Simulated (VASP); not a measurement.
Write the native input for VASP 6.6.1 that does the following.

* Task: single point
* Functional: PBE
* Potentials or basis: VASP PAW PBE potentials, release 64 (Ca_sv, B)
* Cutoff: 520 eV
* k mesh: 8 × 8 × 8
* Occupations: gaussian, width 0.01 eV
* Spin: no spin polarisation
* Dipole correction: no
* Further INCAR settings: ALGO = Normal; EDIFF = 1e-06; NBANDS = 23

The structure of CaB6 lies in POSCAR:

```
CaB6
1.0
    4.1477323187      0.0000000000      0.0000000000
    0.0000000000      4.1477323187      0.0000000000
    0.0000000000      0.0000000000      4.1477323187
Ca B
1 6
Direct
    0.5000000000      0.5000000000      0.5000000000
    0.0000000000      0.0000000000      0.2982058814
    0.0000000000      0.0000000000      0.7017941186
    0.2982058814      0.0000000000      0.0000000000
    0.7017941186      0.0000000000      0.0000000000
    0.0000000000      0.2982058814      0.0000000000
    0.0000000000      0.7017941186      0.0000000000
```

These files were run (other wordings do the same):

INCAR

```
PREC     = Accurate       # precision mode
ENCUT    = 520            # plane-wave cutoff, eV
EDIFF    = 1E-6           # SCF threshold, eV
ISMEAR   = 0              # smearing method
SIGMA    = 0.01           # smearing width, eV
LREAL    = False          # projectors in reciprocal space
LASPH    = True           # aspherical terms in the spheres
NELM     = 80             # most SCF steps
ALGO     = Normal         # electronic algorithm
ISIF     = 2              # what is computed and relaxed
LWAVE    = False          # write WAVECAR
LCHARG   = False          # write CHGCAR
GGA      = PE             # functional
NBANDS   = 23             # bands
```

KPOINTS

```
Automatic mesh
0
Gamma
  8 8 8
```

Potentials or basis: VASP PAW PBE potentials, release 64 (Ca_sv, B).

Command:

```bash
$ cat potpaw_PBE.64/Ca_sv/POTCAR potpaw_PBE.64/B/POTCAR > POTCAR
$ mpirun -np 1 vasp_std > vasp.out
```

Results of the run:

- Pressure: 0.1 GPa
- Largest force: 0.016 eV/Å
- Band gap on the k mesh: 0.07 eV, indirect (least direct gap 0.14 eV)

Run time: 24 s on 1 thread of AMD EPYC 9R45 96-Core Processor (Zen 5), on a shared host, peak memory 0.17 GiB.
